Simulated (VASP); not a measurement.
The system is PbO.

```
Pb O
1.0
     0.00000    2.83174    2.83174
     2.83174    0.00000    2.83174
     2.83174    2.83174    0.00000
Pb O
1 1
Cartesian
  0.0000 0.0000 0.0000
  1.4159 1.4159 1.4159
```

| Property | Result |
| --- | --- |
| Program | VASP 6.6.1 |
| Task | relaxation of cell and atoms |
| Functional | LDA |
| Potentials or basis | VASP PAW LDA potentials, release 64 (Pb_d, O) |
| Cutoff | 600 eV |
| k mesh | 8 × 8 × 8 |
| Occupations | fermi-dirac, width 0.02 eV |
| Spin | no spin polarisation |

At the start: pressure -5.2 GPa; volume 22.71 Å³/atom.

Where does the relaxation end?

Over 3 steps the energy falls by 30.9 meV/atom and the volume is 20.93 Å³/atom (-7.8 %); space group F-43m (No. 216, to 0.1 Å) before and after.

Step by step:
```tsv
step	energy change (eV)	largest force (eV/Å)	pressure (GPa)	volume (Å³)
1	0.0000	0.0000	-5.22	45.41
2	-0.0540	0.0000	2.23	40.72
3	-0.0618	0.0000	0.00	41.87
```

Final structure:
```cif
data_structure
_symmetry_space_group_name_H-M 'P 1'
_symmetry_Int_Tables_number 1
_cell_length_a 3.8976
_cell_length_b 3.8976
_cell_length_c 3.8976
_cell_angle_alpha 60.000
_cell_angle_beta 60.000
_cell_angle_gamma 60.000
_cell_volume 41.87
loop_
_atom_site_label
_atom_site_type_symbol
_atom_site_fract_x
_atom_site_fract_y
_atom_site_fract_z
_atom_site_occupancy
Pb1 Pb 0.00000 0.00000 0.00000 1
O1 O 0.25000 0.25000 0.25000 1
```

Caveat: the structure was generated, so it needn't be the stable form of PbO.
